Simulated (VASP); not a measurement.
# Al2Ru (Fddd) in VASP: single point with r2SCAN

Aim: the single point of Al2Ru with r2SCAN.

Program: VASP 6.6.1. These are calculated values, not measurements. Logs are shortened: lines on timing, memory, paths and dates and some standing lists are left out, and cuts for length are marked.

**1. The cell of the first run**

It takes space group Fddd (No. 70, orthorhombic). The conventional cell has a = 4.705 Å, b = 7.980 Å, c = 8.783 Å, α = 90.00°, β = 90.00°, γ = 90.00°. Within 3.4 Å of Al (site symmetry 2) lie 5 Ru at 2.57 to 2.72 Å and 9 Al at 2.60 to 3.19 Å. Within 3.4 Å of Ru (site symmetry 222) lie 10 Al at 2.57 to 2.72 Å and 4 Ru at 3.19 Å.

**2. Single point, r2SCAN**

POSCAR reads:

```
Al2Ru
1.0
    0.0000000000      3.9898374997      4.3915250777
    2.3524746913      0.0000000000      4.3915250777
    2.3524746913      3.9898374997      0.0000000000
Al Ru
4 2
Direct
    0.0790610300      0.4209389700      0.0790610300
    0.4209389700      0.0790610300      0.4209389700
    0.1709389700      0.8290610300      0.1709389700
    0.8290610300      0.1709389700      0.8290610300
    0.7500000000      0.7500000000      0.7500000000
    0.5000000000      0.5000000000      0.5000000000
```

INCAR.step1 reads:

```
PREC = Accurate ; ENCUT = 520
ISMEAR = 0 ; SIGMA = 0.01
LREAL = False ; LASPH = True
NELM = 80 ; NBANDS = 29
GGA = PE ; ALGO = Normal
EDIFF = 1E-4 ; LWAVE = True
LCHARG = False
```

INCAR.step2 reads:

```
PREC = Accurate ; ENCUT = 520
EDIFF = 1E-6 ; ISMEAR = 0
SIGMA = 0.01 ; LREAL = False
LASPH = True ; NELM = 80
ALGO = Normal ; ISIF = 2
LWAVE = False ; LCHARG = False
METAGGA = R2SCAN ; LMIXTAU = True
NBANDS = 29 ; ISTART = 1
```

KPOINTS reads:

```
regular mesh
0
Gamma
  10 10 10
```

Potentials or basis: VASP PAW PBE potentials, release 64 (Al, Ru_pv).

Command:

```
> cat potpaw_PBE.64/Al/POTCAR potpaw_PBE.64/Ru_pv/POTCAR > POTCAR
> cp INCAR.step1 INCAR
> mpirun -np 1 vasp_std > vasp.out
> cp INCAR.step2 INCAR
> mpirun -np 1 vasp_std > vasp.out
```

OUTCAR:

```text
PREC = Accurate
   ENCUT = 520
   EDIFF = 1E-6
   ISMEAR = 0
   LREAL = False
   LASPH = True
   NELM = 80
   ISIF = 2
   METAGGA = R2SCAN
   ISTART = 1

 ion  position               nearest neighbor table
   1  0.079  0.421  0.079-   6 2.57   6 2.57   3 2.60   3 2.60   5 2.63   2 2.67   2 2.67   5 2.72
                             5 2.72   2 2.73   4 3.19   4 3.19   4 3.19   4 3.19
   2  0.421  0.079  0.421-   6 2.57   6 2.57   4 2.60   4 2.60   5 2.63   1 2.67   1 2.67   5 2.72
                             5 2.72   1 2.73   3 3.19   3 3.19   3 3.19   3 3.19
   3  0.171  0.829  0.171-   5 2.57   5 2.57   1 2.60   1 2.60   6 2.63   4 2.67   4 2.67   6 2.72
                             6 2.72   4 2.73   2 3.19   2 3.19   2 3.19   2 3.19
   4  0.829  0.171  0.829-   5 2.57   5 2.57   2 2.60   2 2.60   6 2.63   3 2.67   3 2.67   6 2.72
                             6 2.72   3 2.73   1 3.19   1 3.19   1 3.19   1 3.19
   5  0.750  0.750  0.750-   4 2.57   3 2.57   4 2.57   3 2.57   1 2.63   2 2.63   2 2.72   2 2.72
                             1 2.72   1 2.72   6 3.19   6 3.19   6 3.19   6 3.19
   6  0.500  0.500  0.500-   1 2.57   2 2.57   1 2.57   2 2.57   3 2.63   4 2.63   3 2.72   3 2.72
                             4 2.72   4 2.72   5 3.19   5 3.19   5 3.19   5 3.19

  LATTYP: Found a face centered orthorhombic cell.
 ALAT       =     4.7049493826
 B/A-ratio  =     1.6960171833
 C/A-ratio  =     1.8667682564

  Lattice vectors:

 A1 = (   0.0000000000,   3.9898374997,   4.3915250777)
 A2 = (   2.3524746913,   0.0000000000,   4.3915250777)
 A3 = (   2.3524746913,   3.9898374997,   0.0000000000)

Analysis of symmetry for initial positions (statically):
=====================================================================
 Subroutine PRICEL returns:
 Original cell was already a primitive cell.

 Routine SETGRP: Setting up the symmetry group for a
 face centered orthorhombic supercell.

 Subroutine GETGRP returns: Found  8 space group operations
 (whereof  4 operations were pure point group operations)
 out of a pool of  8 trial point group operations.

The static configuration has the point symmetry D_2 .
 The point group associated with its full space group is D_2h.

Analysis of symmetry for dynamics (positions and initial velocities):
=====================================================================
 Subroutine PRICEL returns:
 Original cell was already a primitive cell.

 Routine SETGRP: Setting up the symmetry group for a
 face centered orthorhombic supercell.

 Subroutine GETGRP returns: Found  8 space group operations
 (whereof  4 operations were pure point group operations)
 out of a pool of  8 trial point group operations.

The dynamic configuration has the point symmetry D_2 .
 The point group associated with its full space group is D_2h.

 Subroutine INISYM returns: Found  8 space group operations
 (whereof  4 operations are pure point group operations),
 and found     1 'primitive' translations

----------------------------------------------------------------------------------------

                                     Primitive cell

  volume of cell :      82.4376

  direct lattice vectors                    reciprocal lattice vectors
     0.000000000  3.989837500  4.391525078    -0.212542138  0.125318387  0.113855663
     2.352474691  0.000000000  4.391525078     0.212542138 -0.125318387  0.113855663
     2.352474691  3.989837500  0.000000000     0.212542138  0.125318387 -0.113855663

  length of vectors
     5.933320806  4.981930317  4.631731906     0.271738791  0.271738791  0.271738791

  position of ions in fractional coordinates (direct lattice)
     0.079061030  0.420938970  0.079061030
     0.420938970  0.079061030  0.420938970
     0.170938970  0.829061030  0.170938970
     0.829061030  0.170938970  0.829061030
     0.750000000  0.750000000  0.750000000
     0.500000000  0.500000000  0.500000000

  ion indices of the primitive-cell ions
   primitive index   ion index
                 1           1
                 2           2
                 3           3
                 4           4
                 5           5
                 6           6

----------------------------------------------------------------------------------------

 KPOINTS: regular mesh

Automatic generation of k-mesh.
 Grid dimensions read from file:
 generate k-points for:   10   10   10

 Generating k-lattice:

  Cartesian coordinates                     Fractional coordinates (reciprocal lattice)
    -0.021254214  0.012531839  0.011385566     0.100000000  0.000000000 -0.000000000
     0.021254214 -0.012531839  0.011385566     0.000000000  0.100000000  0.000000000
     0.021254214  0.012531839 -0.011385566    -0.000000000  0.000000000  0.100000000

  Length of vectors
     0.027173879  0.027173879  0.027173879

  Shift w.r.t. Gamma in fractional coordinates (k-lattice)
     0.000000000  0.000000000  0.000000000

 Subroutine IBZKPT returns following result:
 ===========================================

 Found    171 irreducible k-points:

 Following reciprocal coordinates:
            Coordinates               Weight
  0.000000  0.000000  0.000000      1.000000
  0.100000  0.000000  0.000000      8.000000
  0.200000  0.000000  0.000000      8.000000
  0.300000  0.000000  0.000000      8.000000
  0.400000 -0.000000 -0.000000      8.000000
  0.500000  0.000000  0.000000      4.000000
[... 16 lines left out ...]
  0.300000  0.300000  0.000000      2.000000
  0.400000  0.300000 -0.000000      8.000000
 [... further k-points ...]
   k-points           NKPTS =    171   k-points in BZ     NKDIM =    171   number of bands    NBANDS=     29
   number of dos      NEDOS =    301   number of ions     NIONS =      6
   total plane-waves  NPLWV =  69120
   dimension x,y,z NGX =    48 NGY =   40 NGZ =   36
   dimension x,y,z NGXF=    96 NGYF=   80 NGZF=   72
   ions per type =               4   2
   NGX,Y,Z   is equivalent  to a cutoff of  13.45, 13.35, 12.92 a.u.
   NGXF,Y,Z  is equivalent  to a cutoff of  26.90, 26.70, 25.84 a.u.
 SYSTEM =  unknown system
   PREC   = accura    normal or accurate (medium, high low for compatibility)
   ISTART =      1    job   : 0-new  1-cont  2-samecut
   ICHARG =      0    charge: 1-file 2-atom 10-const
   ISPIN  =      1    spin polarized calculation?
   LNONCOLLINEAR =      F non collinear calculations
   LSORBIT =      F    spin-orbit coupling
   LASPH  =      T    aspherical Exc in radial PAW
   ENCUT  =  520.0 eV  38.22 Ry    6.18 a.u.  11.03  9.26  8.61*2*pi/ulx,y,z
   NELM   =     80;   NELMIN=  2; NELMDL=  0     # of ELM steps
   EDIFF  = 0.1E-05   stopping-criterion for ELM
   LREAL  =      F    real-space projection
   EDIFFG = 0.1E-04   stopping-criterion for IOM
   NSW    =      0    number of steps for IOM
   IBRION =     -1    ionic relax: 0-MD 1-quasi-New 2-CG
   NFREE  =      0    steps in history (QN), initial steepest desc. (CG)
   ISIF   =      2    stress and relaxation
   ISYM   =      2    0-nonsym 1-usesym 2-fastsym
   POTIM  = 0.5000    time-step for ionic-motion
   TEBEG  =    0.0;   TEEND  =   0.0 temperature during run
   PSTRESS=    0.0 pullay stress
   NELECT =      40.0000    total number of electrons
   NUPDOWN=      -1.0000    fix difference up-down
   EMIN   =  10.00;   EMAX   =-10.00  energy-range for DOS
   EFERMI =   0.00;   METHOD = LEGACY
   ISMEAR =     0;   SIGMA  =   0.01  broadening in eV -4-tet -1-fermi 0-gaus
   EFERMI_NEDOS =   21; number of points for ismear=-14 and -15
   IALGO  =     38    algorithm
   IMIX   =      4    mixing-type and parameters
     AMIX     =   0.40;   BMIX     =  1.00
     AMIX_MAG =   1.60;   BMIX_MAG =  1.00
  volume/ion in A,a.u.               =      13.74        92.72
  Fermi-wavevector in a.u.,A,eV,Ry     =   1.286430  2.431001 22.516327  1.654903
  Thomas-Fermi vector in A             =   2.418505
   LORBIT       =      0    0 simple, 1 ext, 2 COOP (PROOUT), +10 PAW based schemes
   METAGGA = R2SCAN    functional components
   LHFCALC =     F    Hartree Fock is set to
   AEXX    =    0.0000 exact exchange contribution
   IVDW    =     0    specifies the selected vdW correction
   LEPSILON=     F    determine dielectric tensor
   LRPA    =     F    only Hartree local field effects (RPA)
 non-spin polarized calculation
 Gauss-broadening in eV      SIGMA  =   0.01
  energy-cutoff  :      520.00
  volume of cell :       82.44
 maximum number of plane-waves:      2240
 NGX is ok and might be reduce to    48
   NGX = 23   NGY = 19   NGZ = 17

 number of electron      40.0000001 magnetization

 Free energy of the ion-electron system (eV)
  ---------------------------------------------------
  ext. energy  EPLUGINS =         0.00000000
  ---------------------------------------------------
  free energy    TOTEN  =       -82.46840679 eV

  energy without entropy =      -82.46840679  energy(sigma->0) =      -82.46840679

 E-fermi :  10.7044     XC(G=0): -12.8427

 val. band max:       10.6195719872   @ k =   0.0000   0.0000   0.0000
 cond. band min:      10.7995192875   @ k =   0.0000   0.3000   0.3000
 fundamental gap:      0.1799473003
 Fermi energy:        10.7043629864

 k-point     1 :       0.0000    0.0000    0.0000
  band No.  band energies     occupation
      1     -33.4846      2.00000
      2     -33.3991      2.00000
      3     -33.3903      2.00000
      4     -33.3334      2.00000
      5     -33.3253      2.00000
      6     -33.3215      2.00000
[... 21 lines left out ...]
     28      14.8841      0.00000
     29      15.6777      0.00000

 k-point     2 :       0.1000    0.0000    0.0000
  band No.  band energies     occupation
      1     -33.4835      2.00000
      2     -33.4037      2.00000
      3     -33.3869      2.00000
      4     -33.3349      2.00000
      5     -33.3243      2.00000
      6     -33.3215      2.00000
[... 21 lines left out ...]
     28      15.4789      0.00000
     29      16.0520      0.00000

 k-point     3 :       0.2000    0.0000    0.0000
  band No.  band energies     occupation
      1     -33.4804      2.00000
      2     -33.4114      2.00000
      3     -33.3827      2.00000
      4     -33.3375      2.00000
      5     -33.3236      2.00000
      6     -33.3205      2.00000
[... 21 lines left out ...]
     28      16.4456      0.00000
     29      16.7910      0.00000

 k-point     4 :       0.3000    0.0000    0.0000
  band No.  band energies     occupation
      1     -33.4762      2.00000
      2     -33.4192      2.00000
      3     -33.3804      2.00000
      4     -33.3393      2.00000
      5     -33.3238      2.00000
      6     -33.3191      2.00000
[... 21 lines left out ...]
     28      17.3347      0.00000
     29      18.0300      0.00000

 k-point     5 :       0.4000   -0.0000   -0.0000
  band No.  band energies     occupation
      1     -33.4722      2.00000
      2     -33.4254      2.00000
      3     -33.3796      2.00000
      4     -33.3401      2.00000
      5     -33.3239      2.00000
      6     -33.3184      2.00000
[... 21 lines left out ...]
     28      17.7056      0.00000
     29      18.4462      0.00000
[... 510 lines left out ...]
     28      17.5411      0.00000
     29      17.9792      0.00000

 k-point    22 :      -0.2000    0.2000   -0.0000
  band No.  band energies     occupation
      1     -33.4753      2.00000
      2     -33.4247      2.00000
      3     -33.3759      2.00000
      4     -33.3383      2.00000
      5     -33.3254      2.00000
      6     -33.3197      2.00000
[... 21 lines left out ...]
     28      17.4585      0.00000
     29      17.9122      0.00000

 k-point    23 :       0.3000    0.3000    0.0000
  band No.  band energies     occupation
      1     -33.4662      2.00000
      2     -33.4108      2.00000
      3     -33.3913      2.00000
      4     -33.3590      2.00000
      5     -33.3166      2.00000
      6     -33.3126      2.00000
[... 21 lines left out ...]
     28      15.7162      0.00000
     29      16.4204      0.00000

 k-point    24 :       0.4000    0.3000   -0.0000
  band No.  band energies     occupation
      1     -33.4605      2.00000
      2     -33.4197      2.00000
      3     -33.3867      2.00000
      4     -33.3628      2.00000
      5     -33.3156      2.00000
      6     -33.3122      2.00000
[... 21 lines left out ...]
     28      15.8691      0.00000
     29      17.0113      0.00000

 [... further k-points ...]
[... 5 lines left out ...]
  --------------------------------------------------------------------------------------
  -------------------------------------------------------------------------------------
  Total       -0.0217190     -0.0543899     -0.0297377      0.0000000      0.0000000      0.0000000
  in kB       -0.4221092     -1.0570685     -0.5779533      0.0000000      0.0000000      0.0000000
  external PRESSURE =      -0.6857103 kB  Pullay stress =       0.0000000 kB

 VOLUME and BASIS-vectors are now :
 -----------------------------------------------------------------------------
  energy-cutoff  :      520.00
  volume of cell :       82.44
      direct lattice vectors                 reciprocal lattice vectors
     0.000000000  3.989837500  4.391525078    -0.212542138  0.125318387  0.113855663
     2.352474691  0.000000000  4.391525078     0.212542138 -0.125318387  0.113855663
     2.352474691  3.989837500  0.000000000     0.212542138  0.125318387 -0.113855663

 POSITION                                       TOTAL-FORCE (eV/Angst)
 -----------------------------------------------------------------------------------
      1.17624      0.63088      2.19576         0.000000      0.005313      0.000000
      1.17624      3.35896      2.19576         0.000000     -0.005313      0.000000
      2.35247      1.36404      4.39153        -0.000000     -0.005313      0.000000
      2.35247      6.61564      4.39153        -0.000000      0.005313      0.000000
      3.52871      5.98476      6.58729        -0.000000      0.000000     -0.000000
      2.35247      3.98984      4.39153         0.000000      0.000000      0.000000
 -----------------------------------------------------------------------------------
    total drift:                               -0.000000     -0.000000     -0.000000

  FREE ENERGIE OF THE ION-ELECTRON SYSTEM (eV)
  ---------------------------------------------------
  free  energy   TOTEN  =       -82.4684067923 eV

  energy  without entropy=      -82.4684067923  energy(sigma->0) =      -82.46840679
```

It took 26 min on 1 thread of AMD EPYC 9R14 (Zen 4), shared host; peak memory 0.47 GiB.

What came out:

```yaml
Free_energy: -82.4684 eV
Pressure: -0.1 GPa
Largest_force: 0.005 eV/Å
```

Forces on the atoms (eV/Å):
```
Al   0.000  0.005  0.000
Al   0.000 -0.005  0.000
Al   0.000 -0.005  0.000
Al   0.000  0.005  0.000
Ru   0.000  0.000  0.000
Ru   0.000  0.000  0.000
```

Caveat: the PAW data sets were made with another functional, which shifts forces and pressure a little.
